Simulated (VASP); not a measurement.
# TaF4 (P4/mmm) in VASP: a series of runs, part 2 of 2

VASP 6.6.1.

**3. Single point, PBE, collinear spin (atoms taken out)**

The input, INCAR:

```
ALGO = Normal ; EDIFF = 1E-6
ENCUT = 520 ; GGA = PE
ISIF = 2 ; ISMEAR = 0
ISPIN = 2 ; LASPH = T
LCHARG = F ; LMAXMIX = 4
LORBIT = 11 ; LREAL = F
LWAVE = F ; MAGMOM = 1 0 0 0 0
NBANDS = 32 ; NELM = 150
PREC = Accurate ; SIGMA = 0.1
```

The input, KPOINTS:

```
k-points
0
Gamma
  4 4 4
```

The input, POSCAR:

```
TaF4
1.0
    3.5523879593      0.0000000000      0.0000000000
    0.0000000000      3.5523879593      0.0000000000
    0.0000000000      0.0000000000      6.2297971312
Ta F
1 4
Direct
    0.0000000000      0.0000000000      0.0000000000
    0.5000000000      0.0000000000      0.1823204100
    0.0000000000      0.5000000000      0.8176795900
    0.5000000000      0.0000000000      0.8176795900
    0.0000000000      0.5000000000      0.1823204100
```

Potentials or basis: VASP PAW PBE potentials, release 64 (Ta_pv, F).

The run is started by

```sh
cat potpaw_PBE.64/Ta_pv/POTCAR potpaw_PBE.64/F/POTCAR > POTCAR
mpirun -np 1 vasp_std > vasp.out
```

OUTCAR:

```text
EDIFF = 1E-6
   ENCUT = 520
   GGA = PE
   ISIF = 2
   ISMEAR = 0
   ISPIN = 2
   LASPH = T
   LORBIT = 11
   LREAL = F
   NELM = 150
   PREC = Accurate

 ion  position               nearest neighbor table
   1  0.000  0.000  0.000-   2 2.11   3 2.11   4 2.11   5 2.11   3 2.11   5 2.11   2 2.11   4 2.11

   2  0.500  0.000  0.182-   1 2.11   1 2.11
   3  0.000  0.500  0.818-   1 2.11   1 2.11
   4  0.500  0.000  0.818-   1 2.11   1 2.11
   5  0.000  0.500  0.182-   1 2.11   1 2.11

  LATTYP: Found a simple tetragonal cell.
 ALAT       =     3.5523879593
 C/A-ratio  =     1.7536927843

  Lattice vectors:

 A1 = (   3.5523879593,   0.0000000000,   0.0000000000)
 A2 = (   0.0000000000,   3.5523879593,   0.0000000000)
 A3 = (   0.0000000000,   0.0000000000,   6.2297971312)

Analysis of symmetry for initial positions (statically):
=====================================================================
 Subroutine PRICEL returns:
 Original cell was already a primitive cell.

 Routine SETGRP: Setting up the symmetry group for a
 simple tetragonal supercell.

 Subroutine GETGRP returns: Found 16 space group operations
 (whereof 16 operations were pure point group operations)
 out of a pool of 16 trial point group operations.

The static configuration has the point symmetry D_4h.

Analysis of symmetry for dynamics (positions and initial velocities):
=====================================================================
 Subroutine PRICEL returns:
 Original cell was already a primitive cell.

 Routine SETGRP: Setting up the symmetry group for a
 simple tetragonal supercell.

 Subroutine GETGRP returns: Found 16 space group operations
 (whereof 16 operations were pure point group operations)
 out of a pool of 16 trial point group operations.

The dynamic configuration has the point symmetry D_4h.

Analysis of structural, dynamic, and magnetic symmetry:
[... 158 lines left out ...]

 E-fermi :   1.3526     XC(G=0):  -8.4669

 val. band max:        1.3481982483   @ k =   0.2500   0.2500   0.0000
 cond. band min:       1.3553539944   @ k =   0.2500   0.2500   0.2500
 fundamental gap:      0.0071557461
 Fermi energy:         1.3525740556

 spin component 1

 k-point     1 :       0.0000    0.0000    0.0000
  band No.  band energies     occupation
      1     -36.2420      1.00000
      2     -36.2420      1.00000
      3     -36.0970      1.00000
      4     -24.9278      1.00000
      5     -24.0320      1.00000
      6     -23.7369      1.00000
[... 601 lines left out ...]
     30      12.4082      0.00000
     31      12.4712      0.00000
 Fermi energy:         1.3525740556

 spin component 2

 k-point     1 :       0.0000    0.0000    0.0000
  band No.  band energies     occupation
      1     -35.7684      1.00000
      2     -35.7684      1.00000
      3     -35.3434      1.00000
      4     -24.9116      1.00000
      5     -24.0219      1.00000
      6     -23.7198      1.00000
[... 601 lines left out ...]
     30      12.4991      0.00000
     31      12.6117      0.00000
 [bands above 31 left out]

------------------------ aborting loop because EDIFF is reached ----------------------------------------

  FORCE on cell =-STRESS in cart. coord.  units (eV):
  Direction    XX          YY          ZZ          XY          YZ          ZX
  --------------------------------------------------------------------------------------
  -------------------------------------------------------------------------------------
  Total        0.1502234      0.1502234     -0.0199171      0.0000000     -0.0000000      0.0000000
  in kB        3.0614949      3.0614949     -0.4059037      0.0000000     -0.0000000      0.0000000
  external PRESSURE =       1.9056953 kB  Pullay stress =       0.0000000 kB

 VOLUME and BASIS-vectors are now :
 -----------------------------------------------------------------------------
  energy-cutoff  :      520.00
  volume of cell :       78.62
      direct lattice vectors                 reciprocal lattice vectors
     3.552387959  0.000000000  0.000000000     0.281500785  0.000000000  0.000000000
     0.000000000  3.552387959  0.000000000     0.000000000  0.281500785  0.000000000
     0.000000000  0.000000000  6.229797131     0.000000000  0.000000000  0.160518871

 POSITION                                       TOTAL-FORCE (eV/Angst)
 -----------------------------------------------------------------------------------
      0.00000      0.00000      0.00000        -0.000000      0.000000     -0.000000
      1.77619      0.00000      1.13582        -0.000000     -0.000000      0.041185
      0.00000      1.77619      5.09398         0.000000      0.000000     -0.041185
      1.77619      0.00000      5.09398        -0.000000     -0.000000     -0.041185
      0.00000      1.77619      1.13582         0.000000      0.000000      0.041185
 -----------------------------------------------------------------------------------
    total drift:                                0.000000      0.000000      0.000000

  FREE ENERGIE OF THE ION-ELECTRON SYSTEM (eV)
  ---------------------------------------------------
  free  energy   TOTEN  =       -33.0928024877 eV

  energy  without entropy=      -33.0755224985  energy(sigma->0) =      -33.08416249

 total charge

# of ion       s       p       d       tot
------------------------------------------
    1        0.247   6.194   2.036   8.477
    2        1.743   4.364   0.000   6.107
    3        1.743   4.364   0.000   6.107
    4        1.743   4.364   0.000   6.107
    5        1.743   4.364   0.000   6.107
--------------------------------------------------
tot          7.218  23.651   2.036  32.905

 magnetization (x)

# of ion       s       p       d       tot
------------------------------------------
    1        0.016   0.007   0.814   0.836
    2        0.000  -0.002   0.000  -0.002
    3        0.000  -0.002   0.000  -0.002
    4        0.000  -0.002   0.000  -0.002
    5        0.000  -0.002   0.000  -0.002
--------------------------------------------------
tot          0.017  -0.001   0.814   0.829
```

It took 47 s on 1 thread of Intel Xeon 6975P-C (Granite Rapids), shared host; peak memory 0.24 GiB.

Results:

* Free energy: -33.0928 eV
* Pressure: 0.2 GPa
* Largest force: 0.041 eV/Å
* Band gap on the k mesh: zero (filled and empty bands overlap)
* Net moment: 1.00 μB per cell
* Site moments: Ta +0.84; F -0.00 μB
* Valence electrons inside the program's atomic spheres: Ta 8.48; F 6.11

Forces in eV/Å, atoms in the order of the input:
```
Ta   0.000  0.000  0.000
F    0.000  0.000  0.041
F    0.000  0.000 -0.041
F    0.000  0.000 -0.041
F    0.000  0.000  0.041
```

Levels at points of the mesh, in eV from the Fermi level:
Spin up:
```tsv
k point	band 17	band 18	band 19	band 20	band 21	band 22	band 23	band 24
(0.00, 0.00, 0.00)	-5.25	-5.25	-4.98	-0.47	-0.11	2.90	3.63	4.47
(0.50, 0.00, 0.00)	-5.81	-5.63	-5.25	-0.49	0.43	2.31	3.36	4.31
(0.50, 0.50, 0.00)	-5.63	-4.83	-4.51	-0.42	0.51	1.84	1.84	3.42
(0.00, 0.00, 0.50)	-5.26	-5.26	-5.02	-0.47	-0.10	3.65	3.81	4.46
(0.50, 0.00, 0.50)	-5.81	-5.71	-5.33	-0.47	0.43	2.30	3.50	4.30
(0.50, 0.50, 0.50)	-5.69	-4.83	-4.51	-0.39	0.53	1.81	1.81	3.42
```
Spin down:
```csv
k point,band 16,band 17,band 18,band 19,band 20,band 21,band 22,band 23
"(0.00, 0.00, 0.00)",-5.54,-5.26,-5.26,-4.96,0.30,1.39,3.13,4.06
"(0.50, 0.00, 0.00)",-6.14,-5.82,-5.59,-5.22,0.94,1.10,2.72,3.88
"(0.50, 0.50, 0.00)",-5.58,-5.58,-4.84,-4.52,1.10,1.11,2.25,2.25
"(0.00, 0.00, 0.50)",-5.54,-5.26,-5.26,-5.00,0.30,1.41,4.09,4.15
"(0.50, 0.00, 0.50)",-6.15,-5.82,-5.67,-5.30,0.97,1.10,2.71,4.02
"(0.50, 0.50, 0.50)",-5.65,-5.65,-4.84,-4.52,1.14,1.14,2.23,2.23
```

Caveat: the k points lie up to 0.44 Å⁻¹ apart; the cell differs from its parent crystal (atoms taken out); spin-orbit coupling is left out, which moves the levels of the heavy elements.

**4. Single point, PBE, collinear spin (atoms taken out)**

The input, INCAR:

```
ALGO = Normal
EDIFF = 1E-6
ENCUT = 520
GGA = PE
ISIF = 2
ISMEAR = 0
ISPIN = 2
LASPH = T
LCHARG = F
LMAXMIX = 4
LORBIT = 11
LREAL = F
LWAVE = F
MAGMOM = 1 0 0 0 0
NBANDS = 32
NELM = 150
PREC = Accurate
SIGMA = 0.1
```

KPOINTS is that of step 3.

The input, POSCAR:

```
TaF4
1.0
    4.2063901000      0.0000000000      0.0000000000
    0.0000000000      4.2063901000      0.0000000000
    0.0000000000      0.0000000000      5.9487339200
Ta F
1 4
Direct
    0.0000000000      0.0000000000      0.0000000000
    0.5000000000      0.0000000000      0.2500000000
    0.0000000000      0.5000000000      0.7500000000
    0.5000000000      0.0000000000      0.7500000000
    0.0000000000      0.5000000000      0.2500000000
```

The run is started by

```sh
cat potpaw_PBE.64/Ta_pv/POTCAR potpaw_PBE.64/F/POTCAR > POTCAR
mpirun -np 1 vasp_std > vasp.out
```

Wall time 55 s (1 thread of Intel Xeon 6975P-C (Granite Rapids), shared host); peak memory 0.29 GiB.

It converged, with:

- Free energy: -26.5379 eV
- Pressure: -25.0 GPa
- Largest force: 3.054 eV/Å
- Band gap on the k mesh: zero (filled and empty bands overlap)
- Net moment: 1.00 μB per cell
- Site moments: Ta +0.93; F -0.04 μB
- Valence electrons inside the program's atomic spheres: Ta 7.89; F 5.95

Forces in eV/Å, atoms in the order of the input:
```
Ta   0.000  0.000  0.000
F    0.000  0.000 -3.054
F    0.000  0.000  3.054
F    0.000  0.000  3.054
F    0.000  0.000 -3.054
```

Stress tensor (GPa, compression positive):
```
-23.92   0.00   0.00
  0.00 -23.92   0.00
  0.00   0.00 -27.21
```

Levels at points of the mesh, in eV from the Fermi level:
Spin up:
| k point | band 16 | band 17 | band 18 | band 19 | band 20 | band 21 | band 22 | band 23 | band 24 | band 25 |
| --- | --- | --- | --- | --- | --- | --- | --- | --- | --- | --- |
| (0.00, 0.00, 0.00) | -2.12 | -2.01 | -1.99 | -1.99 | -0.19 | -0.14 | 1.19 | 1.85 | 1.92 | 1.92 |
| (0.50, 0.00, 0.00) | -2.56 | -2.20 | -2.19 | -2.12 | -0.17 | 0.13 | 1.13 | 1.14 | 1.88 | 3.58 |
| (0.50, 0.50, 0.00) | -2.45 | -2.40 | -1.75 | -1.64 | -0.08 | 0.16 | 0.99 | 0.99 | 1.29 | 4.60 |
| (0.00, 0.00, 0.50) | -2.07 | -2.07 | -2.04 | -2.04 | -0.15 | -0.14 | 1.32 | 1.90 | 1.90 | 2.33 |
| (0.50, 0.00, 0.50) | -2.58 | -2.42 | -2.42 | -2.26 | -0.14 | 0.14 | 1.07 | 1.29 | 1.86 | 3.70 |
| (0.50, 0.50, 0.50) | -2.85 | -2.43 | -1.72 | -1.68 | -0.07 | 0.20 | 0.90 | 0.90 | 1.31 | 4.62 |
Spin down:
```tsv
k point	band 17	band 18	band 19	band 20	band 21	band 22
(0.00, 0.00, 0.00)	-2.07	-2.04	-2.04	0.83	1.36	1.67
(0.50, 0.00, 0.00)	-2.25	-2.24	-2.17	0.99	1.25	1.58
(0.50, 0.50, 0.00)	-2.45	-1.81	-1.70	0.97	1.44	1.44
(0.00, 0.00, 0.50)	-2.13	-2.10	-2.10	0.83	1.40	1.79
(0.50, 0.00, 0.50)	-2.47	-2.47	-2.31	0.99	1.31	1.52
(0.50, 0.50, 0.50)	-2.52	-1.77	-1.74	1.00	1.36	1.36
```

Caveat: the k points lie up to 0.37 Å⁻¹ apart; the cell differs from its parent crystal (atoms taken out); spin-orbit coupling is left out, which moves the levels of the heavy elements; forces of over 1 eV/Å act on the atoms, so gaps and moduli don't describe the material at rest.

**5. Overview**

| task | cell | cutoff (eV) | gap on the mesh (eV) | pressure (GPa) | moment (μB) | largest force (eV/Å) |
| --- | --- | --- | --- | --- | --- | --- |
| relaxation of cell and atoms | relaxed from a = 4.206, b = 4.206, c = 5.949 Å, 5 atoms, atomic positions A | 600 | none | 0.2 | 1.00 | 0.01 |
| single point | a = 3.552, b = 3.552, c = 6.230 Å, 5 atoms, atomic positions B | 520 | none | 0.2 | 1.00 | 0.04 |
| single point | a = 4.206, b = 4.206, c = 5.949 Å, 5 atoms, atomic positions A | 520 | none | -25.0 | 1.00 | 3.05 |

Alike in all rows: level PBE; potentials or basis VASP PAW PBE potentials, release 64 (Ta_pv, F); spin collinear; k mesh 4 × 4 × 4; smearing gaussian 0.1 eV.

Caveats: all runs use coarse meshes; spin-orbit coupling is left out, which moves the levels of the heavy elements; forces of over 1 eV/Å act on the atoms, so gaps and moduli don't describe the material at rest (at least some runs).

Absolute energies hang on the potentials; compare differences alone.
